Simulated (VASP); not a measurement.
TiAl: relaxation of cell and atoms with PBE

The system is TiAl.

```xyz
2
Lattice="2.4728 0.0000 0.0000 -1.2364 2.1415 0.0000 0.0000 0.0000 5.4717" Properties=species:S:1:pos:R:3 pbc="T T T"
Ti    0.0000    0.0000    0.0000
Al    0.0000    0.0000    2.7359
```

The cell was built from a structure type or drawn by symmetry, and may not be a known phase.

| Quantity | Value |
| --- | --- |
| Program | VASP 6.6.1 |
| Task | relaxation of cell and atoms |
| Functional | PBE |
| Potentials or basis | VASP PAW PBE potentials, release 64 (Ti_sv, Al) |
| Cutoff | 600 eV |
| k mesh | 6 × 6 × 4 |
| Occupations | gaussian, width 0.1 eV |
| Spin | no spin polarisation |
| Dipole correction | no |
| Further INCAR settings | ALGO = Fast; EDIFF = 1e-06; IBRION = 2; EDIFFG = -0.04; NSW = 90; ISIF = 3 |

- Relaxed volume: 18.27 Å³/atom
- Relaxed cell: a = 2.809 Å, b = 2.809 Å, c = 5.347 Å, α = 90.00°, β = 90.00°, γ = 120.00°
- Space group after relaxing (to 0.1 Å): P6/mmm (No. 191)
- Energy gained by relaxing: 497.7 meV/atom
- Ionic steps: 8
- Pressure after relaxing: -0.1 GPa
- Band gap on the k mesh: zero (an odd number of electrons rules out a gap without spin polarisation)

Stress tensor (GPa, compression positive):
```
-0.11  0.00  0.00
 0.00 -0.11  0.00
 0.00  0.00  0.02
```

Step by step:
```
step  energy change (eV)  largest force (eV/Å)  pressure (GPa)  volume (Å³)
   1              0.0000                0.0000           31.04        28.98
   2              0.6523                0.0000           -3.35        41.94
   3             -0.8736                0.0000           -6.14        40.25
   4             -0.9362                0.0000           -2.83        38.11
   5             -0.9813                0.0000           -1.85        37.43
   6             -0.9812                0.0000           -1.52        37.25
   7             -0.9947                0.0000            0.20        36.39
   8             -0.9954                0.0000           -0.07        36.53
```

Final structure:
```
Ti Al
1.0
     2.80882    0.00000    0.00000
    -1.40441    2.43251    0.00000
     0.00000    0.00000    5.34654
Ti Al
1 1
Direct
  0.00000 0.00000 0.00000
  0.00000 0.00000 0.50000
```

Levels at points of the mesh, in eV from the Fermi level:
```tsv
k point	band 3	band 4	band 5	band 6	band 7	band 8	band 9	band 10	band 11
(0.00, 0.00, 0.00)	-32.47	-32.47	-8.87	-2.90	-2.71	1.22	1.22	1.47	2.89
(0.50, 0.00, 0.00)	-32.79	-32.63	-3.15	-2.81	-1.24	-1.14	2.27	2.71	3.15
(0.00, 0.00, 0.50)	-32.47	-32.47	-8.37	-5.27	-1.50	1.22	1.22	2.88	4.23
(0.50, 0.00, 0.50)	-32.79	-32.63	-3.32	-2.05	-1.81	-0.03	1.11	1.25	2.21
```

It took 3.6 min on 1 thread of Intel Xeon 8259CL, with other jobs on the host, peak memory 0.16 GiB.

Caveat: the k points lie up to 0.43 Å⁻¹ apart in the final cell, too coarse for converged energies and pressures of a metal; the volume moved by over 15 % at a fixed basis, so the end points are rough.
